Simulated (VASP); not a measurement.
Write the native input for VASP 6.6.1 that does the following.

```
Task                   : single point
Functional             : LDA
Potentials or basis    : VASP PAW LDA potentials, release 64 (Ga_d, Sb)
Cutoff                 : 520 eV
k mesh                 : 18 × 18 × 18
Occupations            : gaussian, width 0.15 eV
Spin                   : no spin polarisation
Dipole correction      : no
Further INCAR settings : ALGO = Fast; EDIFF = 1e-07; NBANDS = 16
```

The structure of GaSb lies in POSCAR:

```
GaSb
1.0
   -1.4939442345      2.5733623399      2.8800335176
    1.4939442345     -2.5733623399      2.8800335176
    1.4939442345      2.5733623399     -2.8800335176
Ga Sb
1 1
Direct
    0.0000000000      0.0000000000      0.0000000000
    0.5000000000      0.5000000000      0.0000000000
```

The input as run:

INCAR

```
SYSTEM = GaSb
ALGO = Fast ; EDIFF = 1E-7
ENCUT = 520 ; GGA = CA
ISIF = 2 ; ISMEAR = 0
LASPH = .True. ; LCHARG = .False.
LREAL = .False. ; LWAVE = .False.
NBANDS = 16 ; NELM = 80
PREC = Accurate ; SIGMA = 0.15
```

KPOINTS

```
k-points
0
Gamma
  18 18 18
  0 0 0
```

Potentials or basis: VASP PAW LDA potentials, release 64 (Ga_d, Sb).

The run is started by

```bash
$ cat potpaw_LDA.64/Ga_d/POTCAR potpaw_LDA.64/Sb/POTCAR > POTCAR
$ mpirun -np 1 vasp_std > vasp.out
```

Results of the run:

The pressure is 0.6 GPa. The band gap on the k mesh is zero (bands 9 and 10 overlap by 5.44 eV).

Caveat: the stress differs along the axes, from -3 to 4 GPa; spin-orbit coupling is left out, which moves the levels of the heavy elements.

Wall time 17 min on 1 thread of Oxide Virtual Turin-like Processor, with other jobs on the host, peak memory 0.66 GiB.
